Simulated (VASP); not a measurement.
Runs of VASP 6.6.1 on Zr. The structure is that of space group P6_3/mmc (No. 194), or close to it. The cells are those of the table. 

| cell | gap on the mesh (eV) | pressure (GPa) |
| --- | --- | --- |
| a = 3.167, b = 3.167, c = 5.147 Å, angles 90.0, 90.0, 120.0°, 2 atoms | none | 0.5 |
| a = 3.297, b = 3.297, c = 5.147 Å, angles 90.0, 90.0, 120.0°, 2 atoms | none | -6.4 |
| a = 3.200, b = 3.200, c = 5.147 Å, angles 90.0, 90.0, 120.0°, 2 atoms | none | (a) |
| a = 3.232, b = 3.232, c = 5.147 Å, angles 90.0, 90.0, 120.0°, 2 atoms | none | -3.2 |
| a = 3.264, b = 3.264, c = 5.147 Å, angles 90.0, 90.0, 120.0°, 2 atoms | none | (b) |

Alike in all rows: task single point; level PBEsol; potentials or basis VASP PAW PBE potentials, release 64 (Zr_sv); no spin polarisation; k mesh 12 × 12 × 7; cutoff (eV) 520; smearing fermi-dirac 0.05 eV.

Question: Estimate the missing entries.

Answer: (a) -1.4; (b) -4.9.

Caveats: the PAW data sets were made with another functional, which shifts forces and pressure a little.

A k mesh can miss the band edges, and the runs leave out spin-orbit coupling on Zr.

A gap of «none» marks levels without a gap at the run's occupations.
